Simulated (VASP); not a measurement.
Here is a VASP 6.6.1 calculation.

The input POSCAR:

```
HfN
1.0
    2.8250300000      0.0000000000      0.0000000000
    0.0000000000      2.8250300000      0.0000000000
    0.0000000000      0.0000000000      2.8250300000
Hf N
1 1
Direct
    0.5000000000      0.5000000000      0.5000000000
    0.0000000000      0.0000000000      0.0000000000
```

Contents of INCAR.step1:

```
SYSTEM = HfN
PREC = Accurate
ENCUT = 520
ISMEAR = -1
SIGMA = 0.05
LREAL = .FALSE.
LASPH = .TRUE.
NELM = 150
LMAXMIX = 4
LDAU = .TRUE.
LDAUTYPE = 2
LDAUL = 2 -1
LDAUU = 3 0
LDAUJ = 0 0
NBANDS = 14
GGA = PE
ALGO = Normal
EDIFF = 1E-4
LWAVE = .TRUE.
LCHARG = .FALSE.
```

Contents of INCAR.step2:

```
SYSTEM = HfN
PREC = Accurate
ENCUT = 520
EDIFF = 1E-6
ISMEAR = -1
SIGMA = 0.05
LREAL = .FALSE.
LASPH = .TRUE.
NELM = 150
ALGO = Normal
ISIF = 2
LWAVE = .FALSE.
LCHARG = .FALSE.
LMAXMIX = 4
LDAU = .TRUE.
LDAUTYPE = 2
LDAUL = 2 -1
LDAUU = 3 0
LDAUJ = 0 0
LDAUPRINT = 1
METAGGA = R2SCAN
LMIXTAU = .TRUE.
NBANDS = 14
ISTART = 1
```

Contents of KPOINTS:

```
Automatic mesh
0
G
  9 9 9
  0 0 0
```

Potentials or basis: VASP PAW PBE potentials, release 64 (Hf_pv, N).

Command:

```sh
$ cat potpaw_PBE.64/Hf_pv/POTCAR potpaw_PBE.64/N/POTCAR > POTCAR
$ cp INCAR.step1 INCAR
$ mpirun -np 1 vasp_std > vasp.out
$ cp INCAR.step2 INCAR
$ mpirun -np 1 vasp_std > vasp.out
```

(1) Predict the pressure.

Results:

(1) 3.6 GPa.

Caveat: the PAW data sets were made with another functional, which shifts forces and pressure a little; U without spin polarisation on a metal has little footing.
